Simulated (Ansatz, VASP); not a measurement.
Two plane-wave programs on KTaO3

```xyz
5
Lattice="4.0665 0.0000 0.0000 0.0000 4.0665 0.0000 0.0000 0.0000 4.0665" Properties=species:S:1:pos:R:3 pbc="T T T"
Ta    0.0000    0.0000    0.0000
K     2.0333    2.0333    2.0333
O     0.0000    0.0000    2.0333
O     0.0000    2.0333    0.0000
O     2.0333    0.0000    0.0000
```

Alike in both runs: task single point; functional r2SCAN; dispersion D4; k mesh 7 × 7 × 7; occupations fermi-dirac, width 0.05 eV; no spin polarisation.

|  | VASP | Ansatz |
| --- | --- | --- |
| version | VASP 6.6.1 | Ansatz 0.2.0 |
| potentials or method | VASP PAW PBE potentials, release 64 (Ta_pv, K_sv, O) | Ansatz PAW |
| plane-wave cutoff (eV) | 520 | 500 |
| valence electrons in the cell | 38 | 40 |

Ansatz gave:

| Property | Result |
| --- | --- |
| gap on the k mesh at the Fermi level (eV) | 2.53 |
| least direct gap on the mesh (eV) | 3.13 |
| pressure (GPa) | -11.2 |

Q: What did VASP give for the same quantities?

A: gap on the k mesh at the Fermi level (eV): 2.50; least direct gap on the mesh (eV): 3.11; pressure (GPa): -10.5.

VASP's potentials were made for PBE, not for r2SCAN. VASP's potentials hold 38 valence electrons a cell and Ansatz's 40, so a difference there can come from the potentials and not from the codes.

Neither program's run includes spin-orbit coupling. Noted on Ansatz's run: odd divisions of the mesh miss points on the zone boundary, where band edges often lie, so the gap on the mesh can be too wide.
